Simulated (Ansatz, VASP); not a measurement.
Two plane-wave programs on AlAs

File INCAR:

```
SYSTEM = AlAs
  ALGO = Normal
  EDIFF = 1E-6
  ENCUT = 500
  GGA = PE
  GGA_COMPAT = .FALSE.
  ISIF = 2
  ISMEAR = 0
  LASPH = .TRUE.
  LCHARG = .FALSE.
  LREAL = .FALSE.
  LWAVE = .FALSE.
  NBANDS = 11
  NELM = 120
  PREC = Accurate
  SIGMA = 0.01
```

KPOINTS

```
k-points
0
G
  6 6 6
  0 0 0
```

File POSCAR:

```
AlAs
1.0
    0.0000000000      2.8348772650      2.8348772650
    2.8348772650      0.0000000000      2.8348772650
    2.8348772650      2.8348772650      0.0000000000
Al As
1 1
Direct
    0.0000000000      0.0000000000      0.0000000000
    0.2500000000      0.2500000000      0.2500000000
```

Input for Ansatz:

```yaml
crystal:
  lattice:
    - [0.0, 2.834877265, 2.834877265]
    - [2.834877265, 0.0, 2.834877265]
    - [2.834877265, 2.834877265, 0.0]
  atoms:
    - { symbol: Al, position: [0.0, 0.0, 0.0] }
    - { symbol: As, position: [0.25, 0.25, 0.25] }
kpoints:
  mp_grid: { grid: [6, 6, 6] }
hamiltonian:
  xc: pbe
scf:
  occupations: { method: fixed }
  n_extra_bands: 4
output:
  forces: true
  stress: true
  eigenvalues: true
```

Alike in both runs: task single point; functional PBE; k mesh 6 × 6 × 6; no spin polarisation.

|  | VASP | Ansatz |
| --- | --- | --- |
| version | VASP 6.6.1 | Ansatz 0.2.0 |
| potentials or method | VASP PAW PBE potentials, release 64 (Al, As) | plane waves, PAW |
| plane-wave cutoff (eV) | 500 | 420 |
| occupations | gaussian, width 0.01 eV | fixed |
| valence electrons in the cell | 8 | 18 |

VASP gave:

| Quantity | Value |
| --- | --- |
| gap on the k mesh at the Fermi level (eV) | 1.44 |
| pressure (GPa) | 2.4 |

Problem. Which values does Ansatz return?

Solution. gap on the k mesh at the Fermi level (eV): 1.45; pressure (GPa): 2.2.

VASP's potentials hold 8 valence electrons a cell and Ansatz's 18, so a difference there can come from the potentials and not from the codes.
